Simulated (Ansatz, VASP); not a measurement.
## One calculation of InSe, two programs

```
CELL_PARAMETERS angstrom
4.02661 0.00000 0.00000
-2.01331 3.48715 0.00000
0.00000 0.00000 28.27071
ATOMIC_POSITIONS crystal
Se 0.00000 0.00000 0.15918
Se 0.00000 0.00000 0.34967
Se 0.33333 0.66667 0.48090
Se 0.33333 0.66667 0.67139
In 0.66667 0.33333 0.20500
In 0.66667 0.33333 0.30385
In 0.00000 0.00000 0.52672
In 0.00000 0.00000 0.62557
```

Alike in both runs: task single point; functional PBE; dispersion D3(BJ); k mesh 9 × 9 × 1; occupations gaussian, width 0.05 eV; no spin polarisation.

|  | VASP | Ansatz |
| --- | --- | --- |
| version | VASP 6.6.1 | Ansatz 0.2.0 |
| potentials or method | VASP PAW PBE potentials, release 64 (Se, In_d), cutoff 520 eV | scalar-relativistic, plane waves, PAW |
| valence electrons in the cell | 76 | 116 |

|  | VASP | Ansatz | Ansatz less VASP |
| --- | --- | --- | --- |
| gap on the k mesh at the Fermi level (eV) | 1.28 | 1.29 | +0.010 |
| least direct gap on the mesh (eV) | 1.32 | 1.32 | +0.009 |
| rms of the force components (eV/Å) | 0.026 | 0.023 | -0.0030 |

VASP's potentials hold 76 valence electrons a cell and Ansatz's 116, so a difference there can come from the potentials and not from the codes.
